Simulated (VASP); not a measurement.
## CdSe (CdSe (P6_3mc)): single point with r2SCAN

The system is CdSe (CdSe (P6_3mc)).

```
CELL_PARAMETERS angstrom
4.34024 0.00000 0.00000
-2.17012 3.75876 0.00000
0.00000 0.00000 7.07784
ATOMIC_POSITIONS crystal
Cd 0.66667 0.33333 0.49997
Cd 0.33333 0.66667 0.99997
Se 0.66667 0.33333 0.87589
Se 0.33333 0.66667 0.37589
```

* Program: VASP 6.6.1
* Task: single point
* Functional: r2SCAN
* Potentials or basis: VASP PAW PBE potentials, release 64 (Cd, Se)
* Cutoff: 520 eV
* k mesh: 7 × 7 × 4
* Occupations: gaussian, width 0.01 eV
* Spin: no spin polarisation

- Pressure: 0.2 GPa
- Band gap on the k mesh: 1.09 eV, direct

Levels at points of the mesh, in eV from the valence-band top:
```csv
k point,band 16,band 17,band 18,band 19,band 20,band 21
"(0.00, 0.00, 0.00)",-0.04,0.00,0.00,1.09,2.64,6.38
"(0.00, 0.00, 0.50)",-0.38,-0.38,-0.38,2.78,2.78,6.27
```

Run time: 2 min on 1 thread of Intel(R) Xeon(R) 6975P-C (Granite Rapids) (shared host), peak memory 0.27 GiB.

Caveat: the PAW data sets were made with another functional, which shifts forces and pressure a little. r2SCAN opens gaps a little over a GGA but as a rule still falls short of measured ones.
